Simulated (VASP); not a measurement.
# B (P6_3/mmc) in VASP: notebook, part 2 of 2

VASP 6.6.1. Earlier steps stand in the parts before.

**5. Single point, r2SCAN**

This run uses another cell than the first one, of 9.38 Å³/atom.

Contents of POSCAR:

```
B
1.0
    1.7060569797      0.0000000000      0.0000000000
   -0.8530284898      1.4774886848      0.0000000000
    0.0000000000      0.0000000000      7.4385169499
B
2
Direct
    0.3333333333      0.6666666667      0.2500000000
    0.6666666667      0.3333333333      0.7500000000
```

Contents of INCAR.step1:

```
SYSTEM = B
PREC = Accurate
ENCUT = 520
ISMEAR = 0
SIGMA = 0.1
LREAL = .False.
LASPH = .True.
NELM = 60
NBANDS = 10
GGA = PE
ALGO = Normal
EDIFF = 1E-4
LWAVE = .True.
LCHARG = .False.
```

Contents of INCAR.step2:

```
SYSTEM = B
PREC = Accurate
ENCUT = 520
EDIFF = 1E-6
ISMEAR = 0
SIGMA = 0.1
LREAL = .False.
LASPH = .True.
NELM = 60
ALGO = Normal
ISIF = 2
LWAVE = .False.
LCHARG = .False.
METAGGA = R2SCAN
LMIXTAU = .True.
NBANDS = 10
ISTART = 1
```

Contents of KPOINTS:

```
Automatic mesh
0
Gamma
  36 36 8
  0 0 0
```

Potentials or basis: VASP PAW PBE potentials, release 64 (B).

Run with:

```console
$ cat potpaw_PBE.64/B/POTCAR > POTCAR
$ cp INCAR.step1 INCAR
$ mpirun -np 1 vasp_std > vasp.out
$ cp INCAR.step2 INCAR
$ mpirun -np 1 vasp_std > vasp.out
```

OUTCAR:

```text
SYSTEM = B
   PREC = Accurate
   ENCUT = 520
   EDIFF = 1E-6
   ISMEAR = 0
   LREAL = .False.
   LASPH = .True.
   NELM = 60
   ISIF = 2
   METAGGA = R2SCAN
   ISTART = 1

 ion  position               nearest neighbor table
   1  0.333  0.667  0.250-
   2  0.667  0.333  0.750-

  LATTYP: Found a hexagonal cell.
 ALAT       =     1.7060569797
 C/A-ratio  =     4.3600636077

  Lattice vectors:

 A1 = (   1.7060569797,   0.0000000000,   0.0000000000)
 A2 = (  -0.8530284898,   1.4774886848,   0.0000000000)
 A3 = (   0.0000000000,   0.0000000000,   7.4385169499)

Analysis of symmetry for initial positions (statically):
=====================================================================
 Subroutine PRICEL returns:
 Original cell was already a primitive cell.

 Routine SETGRP: Setting up the symmetry group for a
 hexagonal supercell.

 Subroutine GETGRP returns: Found 24 space group operations
 (whereof 12 operations were pure point group operations)
 out of a pool of 24 trial point group operations.

The static configuration has the point symmetry D_3d.
 The point group associated with its full space group is D_6h.

Analysis of symmetry for dynamics (positions and initial velocities):
=====================================================================
 Subroutine PRICEL returns:
 Original cell was already a primitive cell.

 Routine SETGRP: Setting up the symmetry group for a
 hexagonal supercell.

 Subroutine GETGRP returns: Found 24 space group operations
 (whereof 12 operations were pure point group operations)
 out of a pool of 24 trial point group operations.

The dynamic configuration has the point symmetry D_3d.
 The point group associated with its full space group is D_6h.

[... 119 lines left out ...]
  volume/ion in A,a.u.               =       9.38        63.27
  Fermi-wavevector in a.u.,A,eV,Ry     =   1.119757  2.116034 17.059752  1.253856
  Thomas-Fermi vector in A             =   2.256399
   LORBIT       =      0    0 simple, 1 ext, 2 COOP (PROOUT), +10 PAW based schemes
   METAGGA = R2SCAN    functional components
   LHFCALC =     F    Hartree Fock is set to
   AEXX    =    0.0000 exact exchange contribution
   IVDW    =     0    specifies the selected vdW correction
   LEPSILON=     F    determine dielectric tensor
   LRPA    =     F    only Hartree local field effects (RPA)
 non-spin polarized calculation
 Gauss-broadening in eV      SIGMA  =   0.10
  energy-cutoff  :      520.00
  volume of cell :       18.75
 maximum number of plane-waves:       526
 NGX is ok and might be reduce to    14
   NGX =  7   NGY =  7   NGZ = 27

 number of electron       6.0000000 magnetization

 Free energy of the ion-electron system (eV)
  ---------------------------------------------------
  ext. energy  EPLUGINS =         0.00000000
  ---------------------------------------------------
  free energy    TOTEN  =       -13.20343529 eV

  energy without entropy =      -13.20124231  energy(sigma->0) =      -13.20233880

 E-fermi :   5.1919     XC(G=0): -10.6065

 val. band max:        5.1847666326   @ k =   0.3611   0.0000   0.1250
 cond. band min:       5.1919170581   @ k =   0.3611   0.2222   0.2500
 fundamental gap:      0.0071504256
 Fermi energy:         5.1918727221

 k-point     1 :       0.0000    0.0000    0.0000
  band No.  band energies     occupation
      1     -13.1632      2.00000
      2     -12.8926      2.00000
      3      -3.8694      2.00000
      4      -2.1380      2.00000
      5       7.6019      0.00000
      6      14.3110      0.00000
      7      18.6267      0.00000
      8      31.3030      0.00000
      9      31.7485      0.00000
     10      31.7507      0.00000
[... 287 lines left out ...]
 k-point    24 :       0.1389    0.0278    0.0000
  band No.  band energies     occupation
      1     -11.9801      2.00000
      2     -11.7356      2.00000
      3      -2.1870      2.00000
      4      -0.4711      2.00000
      5       9.0143      0.00000
      6      15.8943      0.00000
      7      19.2064      0.00000
      8      26.2440      0.00000
      9      27.4786      0.00000
     10      28.5512      0.00000

 [... further k-points ...]

------------------------ aborting loop because EDIFF is reached ----------------------------------------

  FORCE on cell =-STRESS in cart. coord.  units (eV):
  Direction    XX          YY          ZZ          XY          YZ          ZX
  --------------------------------------------------------------------------------------
  -------------------------------------------------------------------------------------
  Total        0.0237019      0.0237019     -0.0171801      0.0000000     -0.0000000     -0.0000000
  in kB        2.0253040      2.0253040     -1.4680167      0.0000000     -0.0000000     -0.0000000
  external PRESSURE =       0.8608638 kB  Pullay stress =       0.0000000 kB

 VOLUME and BASIS-vectors are now :
 -----------------------------------------------------------------------------
  energy-cutoff  :      520.00
  volume of cell :       18.75
      direct lattice vectors                 reciprocal lattice vectors
     1.706056980  0.000000000  0.000000000     0.586146894  0.338412067  0.000000000
    -0.853028490  1.477488685  0.000000000     0.000000000  0.676824134  0.000000000
     0.000000000  0.000000000  7.438516950     0.000000000  0.000000000  0.134435400

 POSITION                                       TOTAL-FORCE (eV/Angst)
 -----------------------------------------------------------------------------------
     -0.00000      0.98499      1.85963        -0.000000     -0.000000      0.000000
      0.85303      0.49250      5.57889         0.000000      0.000000      0.000000
 -----------------------------------------------------------------------------------
    total drift:                               -0.000000      0.000000     -0.000000

  FREE ENERGIE OF THE ION-ELECTRON SYSTEM (eV)
  ---------------------------------------------------
  free  energy   TOTEN  =       -13.2034352937 eV

  energy  without entropy=      -13.2012423121  energy(sigma->0) =      -13.20233880
```

OUTCAR.step1:

```text
SYSTEM = B
   PREC = Accurate
   ENCUT = 520
   ISMEAR = 0
   LREAL = .False.
[... 538 lines left out ...]
     -0.00000      0.98499      1.85963         0.000000      0.000000      0.000000
      0.85303      0.49250      5.57889        -0.000000     -0.000000      0.000000
 -----------------------------------------------------------------------------------
    total drift:                               -0.000000      0.000000      0.000000

  FREE ENERGIE OF THE ION-ELECTRON SYSTEM (eV)
  ---------------------------------------------------
  free  energy   TOTEN  =       -11.9934794831 eV

  energy  without entropy=      -11.9911211241  energy(sigma->0) =      -11.99230030
```

It took 2.4 min on 1 thread of Intel Xeon 6975P-C (Granite Rapids), shared host; peak memory 0.21 GiB.

Results:

| Property | Result |
| --- | --- |
| Free energy | -13.2034 eV |
| Pressure | 0.1 GPa |
| Band gap on the k mesh | zero (bands 3 and 4 overlap by 11.83 eV) |

Stress tensor (GPa, compression positive):
```
 0.20  0.00  0.00
 0.00  0.20  0.00
 0.00  0.00 -0.15
```

Levels at points of the mesh, in eV from the Fermi level:
```tsv
k point	band 1	band 2	band 3	band 4	band 5	band 6	band 7	band 8
(0.00, 0.00, 0.00)	-18.36	-18.08	-9.06	-7.33	2.41	9.12	13.43	26.11
(0.50, 0.00, 0.00)	-9.31	-9.28	1.16	1.34	5.94	6.44	12.50	13.94
(0.00, 0.00, 0.50)	-18.22	-18.22	-8.28	-8.28	4.94	4.94	19.35	19.35
(0.50, 0.00, 0.50)	-9.29	-9.29	1.24	1.24	6.22	6.22	12.94	12.94
```

Caveat: the PAW data sets were made with another functional, which shifts forces and pressure a little.

**6. The runs side by side**

```csv
task,cell,k mesh,cutoff (eV),gap on the mesh (eV),pressure (GPa),relaxed volume (Å³/atom)
single point,"a = 1.699, b = 1.699, c = 8.008 Å, angles 90.0, 90.0, 120.0°, 2 atoms",9 × 9 × 6,550,none,0.1,-
relaxation of cell and atoms,"relaxed from a = 2.213, b = 2.213, c = 3.592 Å, angles 90.0, 90.0, 120.0°, 2 atoms",9 × 9 × 6,550,none,0.3,7.94
relaxation of cell and atoms,"relaxed from a = 1.699, b = 1.699, c = 8.008 Å, angles 90.0, 90.0, 120.0°, 2 atoms",36 × 36 × 8,550,none,0.0,9.32
single point,"a = 1.706, b = 1.706, c = 7.439 Å, angles 90.0, 90.0, 120.0°, 2 atoms",36 × 36 × 8,520,none,0.1,-
```

Alike in all rows: level r2SCAN; potentials or basis VASP PAW PBE potentials, release 64 (B); no spin polarisation; smearing gaussian 0.1 eV.

Caveats: some runs use coarse meshes; the PAW data sets were made with another functional, which shifts forces and pressure a little; a cell axis changed by over 15 % at a fixed basis, so the end point is rough (at least some runs).

Total energies depend on the potentials used, so only differences within one code and one set of settings carry meaning.
